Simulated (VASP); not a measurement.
Crystal: Ta.

```
Ta
1.0
     2.90037    0.00000    0.00000
    -1.45019    2.51180    0.00000
     0.00000    0.00000    5.16627
Ta
2
Cartesian
  0.0000 1.6745 1.2916
  1.4502 0.8373 3.8747
```

```yaml
Program: VASP 6.6.1
Task: relaxation of cell and atoms
Functional: PBEsol
Potentials_or_basis: VASP PAW PBE potentials, release 64 (Ta_pv)
Cutoff: 600 eV
k_mesh: 11 × 11 × 5
Occupations: fermi-dirac, width 0.05 eV
Spin: no spin polarisation
```

At the start: pressure -7.2 GPa; volume 18.82 Å³/atom.

Q: How do energy, volume and symmetry change on relaxing?

A: Over 7 steps the energy falls by 16.5 meV/atom and the volume is 18.13 Å³/atom (-3.7 %); space group P6_3/mmc (No. 194, to 0.05 Å).

The path:
```tsv
step	energy change (eV)	largest force (eV/Å)	pressure (GPa)	volume (Å³)
1	0.0000	0.0000	-7.22	37.64
2	0.1594	0.0000	21.57	33.21
3	-0.0330	0.0000	-0.24	36.28
4	-0.0330	0.0000	0.00	36.24
5	-0.0330	0.0000	0.16	36.22
6	-0.0330	0.0000	-0.28	36.30
7	-0.0330	0.0000	-0.05	36.25
```

Final structure:
```yaml
crystal:
  lattice:
    - [2.86057, 0.00000, 0.00000]
    - [-1.43029, 2.47733, 0.00000]
    - [0.00000, 0.00000, 5.11584]
  atoms:
    - { symbol: Ta, position: [0.33333, 0.66667, 0.25000] }
    - { symbol: Ta, position: [0.66667, 0.33333, 0.75000] }
```

Caveat: the PAW data sets were made with another functional, which shifts forces and pressure a little.
